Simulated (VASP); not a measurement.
Write the native input for VASP 6.6.1 that does the following.

```
Task                   : single point
Functional             : PBEsol
Potentials or basis    : VASP PAW PBE potentials, release 64 (Na_pv)
Cutoff                 : 520 eV
k mesh                 : 9 × 9 × 9
Occupations            : fermi-dirac, width 0.05 eV
Spin                   : no spin polarisation
Dipole correction      : no
Further INCAR settings : ALGO = Normal; EDIFF = 1e-06; NBANDS = 10
```

The structure of Na lies in POSCAR:

```
Na
1.0
   -2.1829910528      2.1829910528      2.1829910528
    2.1829910528     -2.1829910528      2.1829910528
    2.1829910528      2.1829910528     -2.1829910528
Na
1
Direct
    0.0000000000      0.0000000000      0.0000000000
```

One way to write it, as run:

INCAR

```
SYSTEM = Na
  PREC = Accurate
  ENCUT = 520
  EDIFF = 1E-6
  ISMEAR = -1
  SIGMA = 0.05
  LREAL = .False.
  LASPH = .True.
  NELM = 80
  ALGO = Normal
  ISIF = 2
  LWAVE = .False.
  LCHARG = .False.
  GGA = PS
  NBANDS = 10
```

KPOINTS

```
regular mesh
0
Gamma
  9 9 9
  0 0 0
```

Potentials or basis: VASP PAW PBE potentials, release 64 (Na_pv).

The run is started by

```console
$ cat potpaw_PBE.64/Na_pv/POTCAR > POTCAR
$ mpirun -np 1 vasp_std > vasp.out
```

Results of the run:

| Item | Value |
| --- | --- |
| Pressure | -0.9 GPa |

Caveat: the PAW data sets were made with another functional, which shifts forces and pressure a little.

It took 3.9 s on 1 thread of Intel(R) Xeon(R) 6975P-C (Granite Rapids), on a shared host, peak memory 0.14 GiB.
